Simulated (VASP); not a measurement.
# Se (Pm-3m) in VASP: a series of runs

The runs below take Se through single point, with revPBE.

Everything below comes from runs of VASP 6.6.1. Logs are shortened: lines on timing, memory, paths and dates and some standing lists are left out, and cuts for length are marked.

**1. The cell of the first run**

The structure is cubic, space group Pm-3m (No. 221). The conventional cell has a = 2.810 Å, b = 2.810 Å, c = 2.810 Å, α = 90.00°, β = 90.00°, γ = 90.00°. Se (site symmetry m-3m) has 6 Se at 2.81 Å within 3.7 Å.

**2. Single point, revPBE (volume scaled by 0.96)**

INCAR

```
SYSTEM = Se
PREC = Accurate ; ENCUT = 520
EDIFF = 1E-6 ; ISMEAR = -1
SIGMA = 0.1 ; LREAL = .False.
LASPH = .True. ; NELM = 100
ALGO = Normal ; ISIF = 2
LWAVE = .False. ; LCHARG = .False.
GGA = RE ; NBANDS = 9
```

KPOINTS

```
regular mesh
0
Gamma
  12 12 12
  0 0 0
```

POSCAR

```
Se
1.0
    2.8098981468      0.0000000000      0.0000000000
    0.0000000000      2.8098981468      0.0000000000
    0.0000000000      0.0000000000      2.8098981468
Se
1
Direct
    0.0000000000      0.0000000000      0.0000000000
```

Potentials or basis: VASP PAW PBE potentials, release 64 (Se).

Command:

```sh
cat potpaw_PBE.64/Se/POTCAR > POTCAR
mpirun -np 1 vasp_std > vasp.out
```

OUTCAR:

```text
SYSTEM = Se
   PREC = Accurate
   ENCUT = 520
   EDIFF = 1E-6
   ISMEAR = -1
   LREAL = .False.
   LASPH = .True.
   NELM = 100
   ISIF = 2
   GGA = RE

 ion  position               nearest neighbor table
   1  0.000  0.000  0.000-

  LATTYP: Found a simple cubic cell.
 ALAT       =     2.8098981468

  Lattice vectors:

 A1 = (   2.8098981468,   0.0000000000,   0.0000000000)
 A2 = (   0.0000000000,   2.8098981468,   0.0000000000)
 A3 = (   0.0000000000,   0.0000000000,   2.8098981468)

Analysis of symmetry for initial positions (statically):
=====================================================================
 Subroutine PRICEL returns:
 Original cell was already a primitive cell.

 Routine SETGRP: Setting up the symmetry group for a
 simple cubic supercell.

 Subroutine GETGRP returns: Found 48 space group operations
 (whereof 48 operations were pure point group operations)
 out of a pool of 48 trial point group operations.

The static configuration has the point symmetry O_h .

Analysis of symmetry for dynamics (positions and initial velocities):
=====================================================================
 Subroutine PRICEL returns:
 Original cell was already a primitive cell.

 Routine SETGRP: Setting up the symmetry group for a
 simple cubic supercell.

 Subroutine GETGRP returns: Found 48 space group operations
 (whereof 48 operations were pure point group operations)
 out of a pool of 48 trial point group operations.

The dynamic configuration has the point symmetry O_h .

 Subroutine INISYM returns: Found 48 space group operations
 (whereof 48 operations are pure point group operations),
 and found     1 'primitive' translations

----------------------------------------------------------------------------------------

                                     Primitive cell

  volume of cell :      22.1856

  direct lattice vectors                    reciprocal lattice vectors
     2.809898147  0.000000000  0.000000000     0.355884786  0.000000000  0.000000000
     0.000000000  2.809898147  0.000000000     0.000000000  0.355884786  0.000000000
     0.000000000  0.000000000  2.809898147     0.000000000  0.000000000  0.355884786

  length of vectors
     2.809898147  2.809898147  2.809898147     0.355884786  0.355884786  0.355884786

  position of ions in fractional coordinates (direct lattice)
     0.000000000  0.000000000  0.000000000

  ion indices of the primitive-cell ions
   primitive index   ion index
                 1           1

----------------------------------------------------------------------------------------

 KPOINTS: regular mesh

Automatic generation of k-mesh.
 Grid dimensions read from file:
 generate k-points for:   12   12   12

 Generating k-lattice:

  Cartesian coordinates                     Fractional coordinates (reciprocal lattice)
     0.029657065  0.000000000  0.000000000     0.083333333  0.000000000  0.000000000
     0.000000000  0.029657065  0.000000000     0.000000000  0.083333333  0.000000000
     0.000000000  0.000000000  0.029657065     0.000000000  0.000000000  0.083333333

  Length of vectors
     0.029657065  0.029657065  0.029657065

  Shift w.r.t. Gamma in fractional coordinates (k-lattice)
     0.000000000  0.000000000  0.000000000

 Subroutine IBZKPT returns following result:
 ===========================================

 Found     84 irreducible k-points:

 Following reciprocal coordinates:
            Coordinates               Weight
  0.000000  0.000000  0.000000      1.000000
  0.083333  0.000000  0.000000      6.000000
  0.166667  0.000000  0.000000      6.000000
  0.250000  0.000000  0.000000      6.000000
  0.333333  0.000000  0.000000      6.000000
  0.416667  0.000000  0.000000      6.000000
[... 16 lines left out ...]
  0.333333  0.333333  0.000000     12.000000
  0.416667  0.333333  0.000000     24.000000
 [... further k-points ...]
   k-points           NKPTS =     84   k-points in BZ     NKDIM =     84   number of bands    NBANDS=      9
   number of dos      NEDOS =    301   number of ions     NIONS =      1
   total plane-waves  NPLWV =  13824
   dimension x,y,z NGX =    24 NGY =   24 NGZ =   24
   dimension x,y,z NGXF=    48 NGYF=   48 NGZF=   48
   ions per type =               1
   NGX,Y,Z   is equivalent  to a cutoff of  14.20, 14.20, 14.20 a.u.
   NGXF,Y,Z  is equivalent  to a cutoff of  28.40, 28.40, 28.40 a.u.
 SYSTEM =  Se
   PREC   = accura    normal or accurate (medium, high low for compatibility)
   ISTART =      0    job   : 0-new  1-cont  2-samecut
   ICHARG =      2    charge: 1-file 2-atom 10-const
   ISPIN  =      1    spin polarized calculation?
   LNONCOLLINEAR =      F non collinear calculations
   LSORBIT =      F    spin-orbit coupling
   LASPH  =      T    aspherical Exc in radial PAW
   ENCUT  =  520.0 eV  38.22 Ry    6.18 a.u.   5.22  5.22  5.22*2*pi/ulx,y,z
   NELM   =    100;   NELMIN=  2; NELMDL= -5     # of ELM steps
   EDIFF  = 0.1E-05   stopping-criterion for ELM
   LREAL  =      F    real-space projection
   EDIFFG = 0.1E-04   stopping-criterion for IOM
   NSW    =      0    number of steps for IOM
   IBRION =     -1    ionic relax: 0-MD 1-quasi-New 2-CG
   NFREE  =      0    steps in history (QN), initial steepest desc. (CG)
   ISIF   =      2    stress and relaxation
   ISYM   =      2    0-nonsym 1-usesym 2-fastsym
   POTIM  = 0.5000    time-step for ionic-motion
   TEBEG  =    0.0;   TEEND  =   0.0 temperature during run
   PSTRESS=    0.0 pullay stress
   NELECT =       6.0000    total number of electrons
   NUPDOWN=      -1.0000    fix difference up-down
   EMIN   =  10.00;   EMAX   =-10.00  energy-range for DOS
   EFERMI =   0.00;   METHOD = LEGACY
   ISMEAR =    -1;   SIGMA  =   0.10  broadening in eV -4-tet -1-fermi 0-gaus
   EFERMI_NEDOS =   21; number of points for ismear=-14 and -15
   IALGO  =     38    algorithm
   IMIX   =      4    mixing-type and parameters
     AMIX     =   0.40;   BMIX     =  1.00
     AMIX_MAG =   1.60;   BMIX_MAG =  1.00
  volume/ion in A,a.u.               =      22.19       149.72
  Fermi-wavevector in a.u.,A,eV,Ry     =   1.058688  2.000630 15.249687  1.120820
  Thomas-Fermi vector in A             =   2.194006
   LORBIT       =      0    0 simple, 1 ext, 2 COOP (PROOUT), +10 PAW based schemes
   GGA     = RE    functional components
   LHFCALC =     F    Hartree Fock is set to
   AEXX    =    0.0000 exact exchange contribution
   IVDW    =     0    specifies the selected vdW correction
   LEPSILON=     F    determine dielectric tensor
   LRPA    =     F    only Hartree local field effects (RPA)
 non-spin polarized calculation
  energy-cutoff  :      520.00
  volume of cell :       22.19
 maximum number of plane-waves:       624
 NGX is ok and might be reduce to    24
   NGX = 11   NGY = 11   NGZ = 11

 number of electron       5.9999999 magnetization

 Free energy of the ion-electron system (eV)
  ---------------------------------------------------
  ext. energy  EPLUGINS =         0.00000000
  ---------------------------------------------------
  free energy    TOTEN  =        -2.98581298 eV

  energy without entropy =       -2.96852099  energy(sigma->0) =       -2.97716699

 E-fermi :   5.0062     XC(G=0):  -9.9261

 val. band max:        4.9764178798   @ k =   0.4167   0.1667   0.0000
 cond. band min:       5.0310888065   @ k =   0.3333   0.1667   0.1667
 fundamental gap:      0.0546709267
 Fermi energy:         5.0062332571

 k-point     1 :       0.0000    0.0000    0.0000
  band No.  band energies     occupation
      1     -11.1998      2.00000
      2       6.4136      0.00000
      3       6.4136      0.00000
      4       6.4136      0.00000
      5      12.7079      0.00000
      6      12.7079      0.00000
      7      13.0790      0.00000
      8      27.3161      0.00000
      9      27.3161      0.00000

 k-point     2 :       0.0833    0.0000    0.0000
  band No.  band energies     occupation
      1     -11.0990      2.00000
      2       5.3594      0.05686
      3       6.4932      0.00000
      4       6.4932      0.00000
      5      12.8084      0.00000
      6      13.0588      0.00000
      7      14.1125      0.00000
      8      25.6546      0.00000
      9      25.6546      0.00000

 k-point     3 :       0.1667    0.0000    0.0000
  band No.  band energies     occupation
      1     -10.8049      2.00000
      2       3.3525      2.00000
      3       6.7207      0.00000
      4       6.7207      0.00000
      5      13.1029      0.00000
      6      13.4352      0.00000
      7      16.6729      0.00000
      8      23.4607      0.00000
      9      23.4607      0.00000

 k-point     4 :       0.2500    0.0000    0.0000
  band No.  band energies     occupation
      1     -10.3466      2.00000
      2       1.3278      2.00000
      3       7.0592      0.00000
      4       7.0592      0.00000
      5      13.5644      0.00000
      6      14.0319      0.00000
      7      19.2058      0.00000
      8      21.5108      0.00000
      9      21.5108      0.00000
[... 205 lines left out ...]
 k-point    22 :       0.5000    0.2500    0.0000
  band No.  band energies     occupation
      1      -8.2206      2.00000
      2      -1.2928      2.00000
      3       3.2088      2.00000
      4       8.4707      0.00000
      5      11.2701      0.00000
      6      16.6768      0.00000
      7      19.4380      0.00000
      8      20.4542      0.00000
      9      22.2743      0.00000

 k-point    23 :       0.3333    0.3333    0.0000
  band No.  band energies     occupation
      1      -8.3891      2.00000
      2       0.8471      2.00000
      3       0.9412      2.00000
      4       8.4108      0.00000
      5      11.1024      0.00000
      6      16.3181      0.00000
      7      21.0416      0.00000
      8      21.7018      0.00000
      9      22.3732      0.00000

 k-point    24 :       0.4167    0.3333    0.0000
  band No.  band energies     occupation
      1      -7.8851      2.00000
      2      -0.3245      2.00000
      3       1.3361      2.00000
      4       8.7014      0.00000
      5       9.9496      0.00000
      6      17.0268      0.00000
      7      20.3393      0.00000
      8      21.6666      0.00000
      9      21.9005      0.00000

 [... further k-points ...]
[... 5 lines left out ...]
  --------------------------------------------------------------------------------------
  -------------------------------------------------------------------------------------
  Total        0.4237337      0.4237337      0.4237337     -0.0000000     -0.0000000      0.0000000
  in kB       30.6007343     30.6007343     30.6007343     -0.0000000     -0.0000000      0.0000000
  external PRESSURE =      30.6007343 kB  Pullay stress =       0.0000000 kB

 VOLUME and BASIS-vectors are now :
 -----------------------------------------------------------------------------
  energy-cutoff  :      520.00
  volume of cell :       22.19
      direct lattice vectors                 reciprocal lattice vectors
     2.809898147  0.000000000  0.000000000     0.355884786  0.000000000  0.000000000
     0.000000000  2.809898147  0.000000000     0.000000000  0.355884786  0.000000000
     0.000000000  0.000000000  2.809898147     0.000000000  0.000000000  0.355884786

 POSITION                                       TOTAL-FORCE (eV/Angst)
 -----------------------------------------------------------------------------------
      0.00000      0.00000      0.00000         0.000000      0.000000      0.000000
 -----------------------------------------------------------------------------------
    total drift:                                0.000000      0.000000      0.000000

  FREE ENERGIE OF THE ION-ELECTRON SYSTEM (eV)
  ---------------------------------------------------
  free  energy   TOTEN  =        -2.9858129782 eV

  energy  without entropy=       -2.9685209919  energy(sigma->0) =       -2.97716699
```

Wall time 15 s (1 thread of Intel Xeon 8259CL, shared host); peak memory 0.14 GiB.

What came out:

```yaml
Free_energy: -2.9858 eV
Pressure: 3.1 GPa
Band_gap_on_the_k_mesh: zero (band 3 reaches 7.87 eV, above the bottom of band 4 at 1.59 eV)
```

Levels at points of the mesh, in eV from the Fermi level:
```csv
k point,band 1,band 2,band 3,band 4,band 5,band 6,band 7,band 8
"(0.00, 0.00, 0.00)",-16.21,1.41,1.41,1.41,7.70,7.70,8.07,22.31
"(0.50, 0.00, 0.00)",-14.08,-7.11,2.87,2.87,9.88,11.72,12.71,13.57
"(0.50, 0.50, 0.00)",-11.95,-5.15,-5.15,2.89,4.20,13.47,15.77,15.77
"(0.50, 0.50, 0.50)",-9.77,-3.42,-3.42,-3.42,5.79,5.79,5.79,10.02
```

Caveat: the PAW data sets were made with another functional, which shifts forces and pressure a little.

(Continued in part 2 of 2.)
